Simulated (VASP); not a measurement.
# TmF (Fd-3m) in VASP: single point with PBE

Aim: the single point of TmF with PBE.

All numbers are computed with VASP 6.6.1; they aren't measurements. Logs are shortened: lines on timing, memory, paths and dates and some standing lists are left out, and cuts for length are marked.

## 1. The cell of the first run

It takes space group Fd-3m (No. 227, cubic). Conventional cell: a = 6.909 Å, b = 6.909 Å, c = 6.909 Å, α = 90.00°, β = 90.00°, γ = 90.00°. Tm (site symmetry -43m) has 4 Tm at 2.99 Å and 10 F at 2.99 to 3.45 Å within 3.9 Å. Within 3.9 Å of F (site symmetry -43m) lie 10 Tm at 2.99 to 3.45 Å and 4 F at 2.99 Å.

## 2. Single point, PBE

INCAR

```
SYSTEM = TmF
PREC = Accurate
ENCUT = 520
EDIFF = 1E-6
ISMEAR = 0
SIGMA = 0.1
LREAL = .FALSE.
LASPH = .TRUE.
NELM = 100
ALGO = Normal
ISIF = 2
LWAVE = .FALSE.
LCHARG = .FALSE.
GGA = PE
NBANDS = 38
```

KPOINTS

```
regular mesh
0
G
  4 4 4
  0 0 0
```

POSCAR

```
TmF
1.0
    0.0000000000      3.4546775800      3.4546775800
    3.4546775800      0.0000000000      3.4546775800
    3.4546775800      3.4546775800      0.0000000000
Tm F
2 2
Direct
    0.5000000000      0.5000000000      0.5000000000
    0.7500000000      0.7500000000      0.7500000000
    0.0000000000      0.0000000000      0.0000000000
    0.2500000000      0.2500000000      0.2500000000
```

Potentials or basis: VASP PAW PBE potentials, release 64 (Tm, F).

Run with:

```sh
$ cat potpaw_PBE.64/Tm/POTCAR potpaw_PBE.64/F/POTCAR > POTCAR
$ mpirun -np 1 vasp_std > vasp.out
```

OUTCAR:

```text
SYSTEM = TmF
   PREC = Accurate
   ENCUT = 520
   EDIFF = 1E-6
   ISMEAR = 0
   LREAL = .FALSE.
   LASPH = .TRUE.
   NELM = 100
   ISIF = 2
   GGA = PE

 ion  position               nearest neighbor table
   1  0.500  0.500  0.500-   2 2.99   2 2.99   2 2.99   2 2.99
   2  0.750  0.750  0.750-   1 2.99   1 2.99   1 2.99   1 2.99
   3  0.000  0.000  0.000-
   4  0.250  0.250  0.250-

  LATTYP: Found a face centered cubic cell.
 ALAT       =     6.9093551600

  Lattice vectors:

 A1 = (   0.0000000000,   3.4546775800,   3.4546775800)
 A2 = (   3.4546775800,   0.0000000000,   3.4546775800)
 A3 = (   3.4546775800,   3.4546775800,   0.0000000000)

Analysis of symmetry for initial positions (statically):
=====================================================================
 Subroutine PRICEL returns:
 Original cell was already a primitive cell.

 Routine SETGRP: Setting up the symmetry group for a
 face centered cubic supercell.

 Subroutine GETGRP returns: Found 48 space group operations
 (whereof 24 operations were pure point group operations)
 out of a pool of 48 trial point group operations.

The static configuration has the point symmetry T_d .
 The point group associated with its full space group is O_h .

Analysis of symmetry for dynamics (positions and initial velocities):
=====================================================================
 Subroutine PRICEL returns:
 Original cell was already a primitive cell.

 Routine SETGRP: Setting up the symmetry group for a
 face centered cubic supercell.

 Subroutine GETGRP returns: Found 48 space group operations
 (whereof 24 operations were pure point group operations)
 out of a pool of 48 trial point group operations.

The dynamic configuration has the point symmetry T_d .
 The point group associated with its full space group is O_h .

 Subroutine INISYM returns: Found 48 space group operations
 (whereof 24 operations are pure point group operations),
 and found     1 'primitive' translations

----------------------------------------------------------------------------------------

                                     Primitive cell

  volume of cell :      82.4618

  direct lattice vectors                    reciprocal lattice vectors
     0.000000000  3.454677580  3.454677580    -0.144731307  0.144731307  0.144731307
     3.454677580  0.000000000  3.454677580     0.144731307 -0.144731307  0.144731307
     3.454677580  3.454677580  0.000000000     0.144731307  0.144731307 -0.144731307

  length of vectors
     4.885651887  4.885651887  4.885651887     0.250681976  0.250681976  0.250681976

  position of ions in fractional coordinates (direct lattice)
     0.500000000  0.500000000  0.500000000
     0.750000000  0.750000000  0.750000000
     0.000000000  0.000000000  0.000000000
     0.250000000  0.250000000  0.250000000

  ion indices of the primitive-cell ions
   primitive index   ion index
                 1           1
                 2           2
                 3           3
                 4           4

----------------------------------------------------------------------------------------

 KPOINTS: regular mesh

Automatic generation of k-mesh.
 Grid dimensions read from file:
 generate k-points for:    4    4    4

 Generating k-lattice:

  Cartesian coordinates                     Fractional coordinates (reciprocal lattice)
    -0.036182827  0.036182827  0.036182827     0.250000000  0.000000000  0.000000000
     0.036182827 -0.036182827  0.036182827     0.000000000  0.250000000  0.000000000
     0.036182827  0.036182827 -0.036182827     0.000000000  0.000000000  0.250000000

  Length of vectors
     0.062670494  0.062670494  0.062670494

  Shift w.r.t. Gamma in fractional coordinates (k-lattice)
     0.000000000  0.000000000  0.000000000

 Subroutine IBZKPT returns following result:
 ===========================================

 Found      8 irreducible k-points:

 Following reciprocal coordinates:
            Coordinates               Weight
  0.000000  0.000000  0.000000      1.000000
  0.250000  0.000000  0.000000      8.000000
  0.500000  0.000000  0.000000      4.000000
  0.250000  0.250000  0.000000      6.000000
  0.500000  0.250000  0.000000     24.000000
 -0.250000  0.250000  0.000000     12.000000
  0.500000  0.500000  0.000000      3.000000
 -0.250000  0.500000  0.250000      6.000000
   k-points           NKPTS =      8   k-points in BZ     NKDIM =      8   number of bands    NBANDS=     38
   number of dos      NEDOS =    301   number of ions     NIONS =      4
   total plane-waves  NPLWV =  46656
   dimension x,y,z NGX =    36 NGY =   36 NGZ =   36
   dimension x,y,z NGXF=    72 NGYF=   72 NGZF=   72
   ions per type =               2   2
   NGX,Y,Z   is equivalent  to a cutoff of  12.25, 12.25, 12.25 a.u.
   NGXF,Y,Z  is equivalent  to a cutoff of  24.50, 24.50, 24.50 a.u.
 SYSTEM =  TmF
   PREC   = accura    normal or accurate (medium, high low for compatibility)
   ISTART =      0    job   : 0-new  1-cont  2-samecut
   ICHARG =      2    charge: 1-file 2-atom 10-const
   ISPIN  =      1    spin polarized calculation?
   LNONCOLLINEAR =      F non collinear calculations
   LSORBIT =      F    spin-orbit coupling
   LASPH  =      T    aspherical Exc in radial PAW
   ENCUT  =  520.0 eV  38.22 Ry    6.18 a.u.   9.08  9.08  9.08*2*pi/ulx,y,z
   NELM   =    100;   NELMIN=  2; NELMDL= -5     # of ELM steps
   EDIFF  = 0.1E-05   stopping-criterion for ELM
   LREAL  =      F    real-space projection
   EDIFFG = 0.1E-04   stopping-criterion for IOM
   NSW    =      0    number of steps for IOM
   IBRION =     -1    ionic relax: 0-MD 1-quasi-New 2-CG
   NFREE  =      0    steps in history (QN), initial steepest desc. (CG)
   ISIF   =      2    stress and relaxation
   ISYM   =      2    0-nonsym 1-usesym 2-fastsym
   POTIM  = 0.5000    time-step for ionic-motion
   TEBEG  =    0.0;   TEEND  =   0.0 temperature during run
   PSTRESS=    0.0 pullay stress
   NELECT =      60.0000    total number of electrons
   NUPDOWN=      -1.0000    fix difference up-down
   EMIN   =  10.00;   EMAX   =-10.00  energy-range for DOS
   EFERMI =   0.00;   METHOD = LEGACY
   ISMEAR =     0;   SIGMA  =   0.10  broadening in eV -4-tet -1-fermi 0-gaus
   EFERMI_NEDOS =   21; number of points for ismear=-14 and -15
   IALGO  =     38    algorithm
   IMIX   =      4    mixing-type and parameters
     AMIX     =   0.40;   BMIX     =  1.00
     AMIX_MAG =   1.60;   BMIX_MAG =  1.00
  volume/ion in A,a.u.               =      20.62       139.12
  Fermi-wavevector in a.u.,A,eV,Ry     =   1.472452  2.782530 29.498982  2.168114
  Thomas-Fermi vector in A             =   2.587465
   LORBIT       =      0    0 simple, 1 ext, 2 COOP (PROOUT), +10 PAW based schemes
   GGA     = PE    functional components
   LHFCALC =     F    Hartree Fock is set to
   AEXX    =    0.0000 exact exchange contribution
   IVDW    =     0    specifies the selected vdW correction
   LEPSILON=     F    determine dielectric tensor
   LRPA    =     F    only Hartree local field effects (RPA)
 non-spin polarized calculation
 Gauss-broadening in eV      SIGMA  =   0.10
  energy-cutoff  :      520.00
  volume of cell :       82.46
 maximum number of plane-waves:      2252
   NGX = 19   NGY = 19   NGZ = 19

 number of electron      59.9999996 magnetization

 Free energy of the ion-electron system (eV)
  ---------------------------------------------------
  ext. energy  EPLUGINS =         0.00000000
  ---------------------------------------------------
  free energy    TOTEN  =       -16.15365031 eV

  energy without entropy =      -16.04074571  energy(sigma->0) =      -16.09719801

 E-fermi :   2.5320     XC(G=0):  -9.7662

 val. band max:        2.4655781372   @ k =  -0.2500   0.2500   0.0000
 cond. band min:       2.6259082038   @ k =   0.5000   0.0000   0.0000
 fundamental gap:      0.1603300666
 Fermi energy:         2.5319843105

 k-point     1 :       0.0000    0.0000    0.0000
  band No.  band energies     occupation
      1     -47.9485      2.00000
      2     -47.7436      2.00000
      3     -21.7612      2.00000
      4     -21.7612      2.00000
      5     -21.7612      2.00000
      6     -21.0910      2.00000
[... 30 lines left out ...]
     37       6.2354      0.00000
     38       6.2354      0.00000

 k-point     2 :       0.2500    0.0000    0.0000
  band No.  band energies     occupation
      1     -47.9272      2.00000
      2     -47.7652      2.00000
      3     -21.8021      2.00000
      4     -21.8021      2.00000
      5     -21.7938      2.00000
      6     -21.2008      2.00000
[... 30 lines left out ...]
     37       5.5717      0.00000
     38       6.2584      0.00000

 k-point     3 :       0.5000    0.0000    0.0000
  band No.  band energies     occupation
      1     -47.8976      2.00000
      2     -47.7952      2.00000
      3     -21.8632      2.00000
      4     -21.8388      2.00000
      5     -21.8388      2.00000
      6     -21.1347      2.00000
[... 30 lines left out ...]
     37       4.4437      0.00000
     38       6.5306      0.00000

 k-point     4 :       0.2500    0.2500    0.0000
  band No.  band energies     occupation
      1     -47.9187      2.00000
      2     -47.7738      2.00000
      3     -21.8472      2.00000
      4     -21.8472      2.00000
      5     -21.6811      2.00000
      6     -21.3458      2.00000
[... 30 lines left out ...]
     37       4.4908      0.00000
     38       6.9393      0.00000

 k-point     5 :       0.5000    0.2500    0.0000
  band No.  band energies     occupation
      1     -47.8827      2.00000
      2     -47.8102      2.00000
      3     -21.9624      2.00000
      4     -21.8803      2.00000
      5     -21.6227      2.00000
      6     -21.3108      2.00000
[... 30 lines left out ...]
     37       5.0772      0.00000
     38       6.4721      0.00000

 k-point     6 :      -0.2500    0.2500    0.0000
  band No.  band energies     occupation
      1     -47.8976      2.00000
      2     -47.7952      2.00000
      3     -21.9629      2.00000
      4     -21.8390      2.00000
      5     -21.6630      2.00000
      6     -21.2389      2.00000
[... 30 lines left out ...]
     37       5.6187      0.00000
     38       5.6937      0.00000

 k-point     7 :       0.5000    0.5000    0.0000
  band No.  band energies     occupation
      1     -47.8465      2.00000
      2     -47.8465      2.00000
      3     -21.9181      2.00000
      4     -21.9181      2.00000
      5     -21.5274      2.00000
      6     -21.5274      2.00000
[... 30 lines left out ...]
     37       5.6047      0.00000
     38       5.6047      0.00000

 k-point     8 :      -0.2500    0.5000    0.2500
  band No.  band energies     occupation
      1     -47.8465      2.00000
      2     -47.8465      2.00000
      3     -21.9581      2.00000
      4     -21.9581      2.00000
      5     -21.4370      2.00000
      6     -21.4370      2.00000
[... 30 lines left out ...]
     37       5.3485      0.00000
     38       5.3485      0.00000

------------------------ aborting loop because EDIFF is reached ----------------------------------------

  FORCE on cell =-STRESS in cart. coord.  units (eV):
  Direction    XX          YY          ZZ          XY          YZ          ZX
  --------------------------------------------------------------------------------------
  -------------------------------------------------------------------------------------
  Total       -0.6444128     -0.6444128     -0.6444128     -0.0000000     -0.0000000     -0.0000000
  in kB      -12.5205137    -12.5205137    -12.5205137     -0.0000000     -0.0000000     -0.0000000
  external PRESSURE =     -12.5205137 kB  Pullay stress =       0.0000000 kB

 VOLUME and BASIS-vectors are now :
 -----------------------------------------------------------------------------
  energy-cutoff  :      520.00
  volume of cell :       82.46
      direct lattice vectors                 reciprocal lattice vectors
     0.000000000  3.454677580  3.454677580    -0.144731307  0.144731307  0.144731307
     3.454677580  0.000000000  3.454677580     0.144731307 -0.144731307  0.144731307
     3.454677580  3.454677580  0.000000000     0.144731307  0.144731307 -0.144731307

 POSITION                                       TOTAL-FORCE (eV/Angst)
 -----------------------------------------------------------------------------------
      3.45468      3.45468      3.45468        -0.000000      0.000000     -0.000000
      5.18202      5.18202      5.18202        -0.000000     -0.000000     -0.000000
      0.00000      0.00000      0.00000         0.000000      0.000000      0.000000
      1.72734      1.72734      1.72734        -0.000000     -0.000000     -0.000000
 -----------------------------------------------------------------------------------
    total drift:                                0.000000      0.000000      0.000000

  FREE ENERGIE OF THE ION-ELECTRON SYSTEM (eV)
  ---------------------------------------------------
  free  energy   TOTEN  =       -16.1536503143 eV

  energy  without entropy=      -16.0407457112  energy(sigma->0) =      -16.09719801
```

Wall time 2.7 min (1 thread of Intel Xeon Platinum 8375C at 2.90GHz (Ice Lake), shared host); peak memory 0.21 GiB.

Results:

| Property | Result |
| --- | --- |
| Free energy | -16.1537 eV |
| Pressure | -1.3 GPa |
| Band gap on the k mesh | zero (band 30 reaches 2.46 eV, above the bottom of band 31 at 2.45 eV) |

Caveat: the k points lie up to 0.39 Å⁻¹ apart; spin-orbit coupling is left out, which moves the levels of the heavy elements; the run has no spin polarisation, though such a crystal can be magnetic; without U or exact exchange the open f shell lies at the Fermi level, which spoils levels, moments and volumes.
